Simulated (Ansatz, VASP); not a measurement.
Li in VASP and in Ansatz

File INCAR:

```
PREC = Accurate ; ENCUT = 520
EDIFF = 1E-7 ; ISMEAR = -1
SIGMA = 0.08 ; LREAL = F
LASPH = T ; NELM = 100
ALGO = Normal ; ISIF = 2
LWAVE = F ; LCHARG = F
GGA = PE ; NBANDS = 10
```

Contents of KPOINTS:

```
regular mesh
0
Gamma
  15 15 8
```

POSCAR

```
Li
1.0
    3.1110021516     -0.0311100215     -0.0311100215
   -1.5824431447      2.7097619053     -0.0113870582
   -0.0509300000     -0.0509300000      5.0930000000
Li
2
Direct
    0.3333333333      0.6666666667      0.2500000000
    0.6666666667      0.3333333333      0.7500000000
```

Input for Ansatz:

```yaml
crystal:
  lattice:
    - [3.1110021516, -0.0311100215, -0.0311100215]
    - [-1.5824431447, 2.7097619053, -0.0113870582]
    - [-0.05093, -0.05093, 5.093]
  atoms:
    - { symbol: Li, position: [0.3333333333, 0.6666666667, 0.25] }
    - { symbol: Li, position: [0.6666666667, 0.3333333333, 0.75] }
kpoints:
  mp_grid: { grid: [15, 15, 8] }
  band_path:
    path:
      - [0.0, 0.0, 0.0]
      - [0.0, 0.0, 0.5]
      - [-0.5, 0.5, 0.0]
      - [0.0, 0.0, 0.0]
      - [0.0, -0.5, 0.0]
      - [-0.5, 0.0, 0.5]
      - [0.0, 0.0, 0.0]
      - [-0.5, 0.0, 0.0]
      - [0.0, -0.5, 0.5]
    npoints: 5
scf:
  occupations: { method: fermi_dirac, width: 0.08 }
hamiltonian:
  xc: pbe
  pseudopotentials: { kind: all_electron, lapw: { basis_error: 0.0005 } }
output:
  forces: true
  stress: true
  eigenvalues: true
```

Change from the starting cell: equal xy, yz and zx shear strains of -2 %.

Alike in both runs: task single point; functional PBE; k mesh 15 × 15 × 8; occupations fermi-dirac, width 0.08 eV; no spin polarisation.

|  | VASP | Ansatz |
| --- | --- | --- |
| version | VASP 6.6.1 | Ansatz 0.2.0 |
| potentials or method | VASP PAW PBE potentials, release 64 (Li_sv), cutoff 520 eV | all-electron LAPW, scalar-relativistic |

|  | VASP | Ansatz | Ansatz less VASP |
| --- | --- | --- | --- |
| rms of the force components (eV/Å) | 0.005 | 0.005 | 0.0000 |

Atom by atom the forces differ by 0.000 eV/Å (rms over components). Ansatz ran all-electron here, and VASP with PAW potentials.

Noted on VASP's run: the cutoff is under 1.25 times that of the potentials, so the pressure is a little rough.
